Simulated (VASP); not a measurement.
Set up this calculation in VASP 6.6.1, as the native input.

```
Task                   : electric field gradients
Functional             : PBEsol
Potentials or basis    : VASP PAW PBE potentials, release 64 (Sb)
Cutoff                 : 520 eV
k mesh                 : 12 × 12 × 12
Occupations            : fermi-dirac, width 0.05 eV
Spin                   : no spin polarisation
Dipole correction      : no
Further INCAR settings : ALGO = Normal; EDIFF = 1e-08; NBANDS = 8
```

The structure of Sb lies in POSCAR:

```
Sb
1.0
    0.0000000000      2.2856293363      2.2856293363
    2.2856293363      0.0000000000      2.2856293363
    2.2856293363      2.2856293363      0.0000000000
Sb
1
Direct
    0.0000000000      0.0000000000      0.0000000000
```

This cell differs from its parent crystal: volume scaled by 0.975.

One way to write it, as run:

INCAR

```
ALGO     = Normal         # electronic algorithm
EDIFF    = 1E-8           # SCF threshold, eV
ENCUT    = 520            # plane-wave cutoff, eV
GGA      = PS             # functional
ISIF     = 2              # what is computed and relaxed
ISMEAR   = -1             # smearing method
LASPH    = True           # aspherical terms in the spheres
LCHARG   = False          # write CHGCAR
LEFG     = True         
LREAL    = False          # projectors in reciprocal space
LWAVE    = False          # write WAVECAR
NBANDS   = 8              # bands
NELM     = 60             # most SCF steps
PREC     = Accurate       # precision mode
SIGMA    = 0.05           # smearing width, eV
```

KPOINTS

```
k-points
0
Gamma
  12 12 12
```

Potentials or basis: VASP PAW PBE potentials, release 64 (Sb).

Launch:

```bash
$ cat potpaw_PBE.64/Sb/POTCAR > POTCAR
$ mpirun -np 1 vasp_std > vasp.out
```

Results of the run:

```json
{
 "Pressure": "7.6 GPa"
}
```

Caveat: without QUAD_EFG the Cq values of the log hold for a quadrupole moment of 1 mb, not for the nuclei; the PAW data sets were made with another functional, which shifts forces and pressure a little.

Wall time 26 s on 1 thread of AMD EPYC 7R13, with other jobs on the host, peak memory 0.11 GiB.
